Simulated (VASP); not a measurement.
TaRe:

```xyz
2
Lattice="1.5759 -2.2601 0.0000 1.5759 2.2601 0.0000 0.0000 0.0000 4.3873" Properties=species:S:1:pos:R:3 pbc="T T T"
Ta    1.5759    0.0000    2.1937
Re    0.0000    0.0000    0.0000
```

Base run:

* Program: VASP 6.6.1
* Functional: LDA
* Potentials or basis: VASP PAW LDA potentials, release 64 (Ta_sv_GW, Re_sv_GW)
* Cutoff: 500 eV
* k mesh: 8 × 8 × 5
* Occupations: gaussian, width 0.05 eV
* Spin: no spin polarisation

Its results: band gap on the k mesh zero (band 14 reaches 14.93 eV, above the bottom of band 15 at 11.70 eV); pressure -0.8 GPa.

Question: The run is repeated on the same cell with these changes: potentials or basis from VASP PAW LDA potentials, release 64 (Ta_sv_GW, Re_sv_GW) to VASP PAW LDA potentials, release 64 (Ta_pv, Re); cutoff from 500 eV to 520 eV; further incar settings from ALGO = Normal; EDIFF = 1e-06; NBANDS = 21 to ALGO = Normal; EDIFF = 1e-06; NBANDS = 16; valence electrons from 28 to 18. What comes out?

Answer: Band gap on the k mesh zero (band 9 reaches 9.84 eV, above the bottom of band 10 at 6.60 eV); pressure 1.1 GPa.

Caveats: spin-orbit coupling is left out, which moves the levels of the heavy elements.
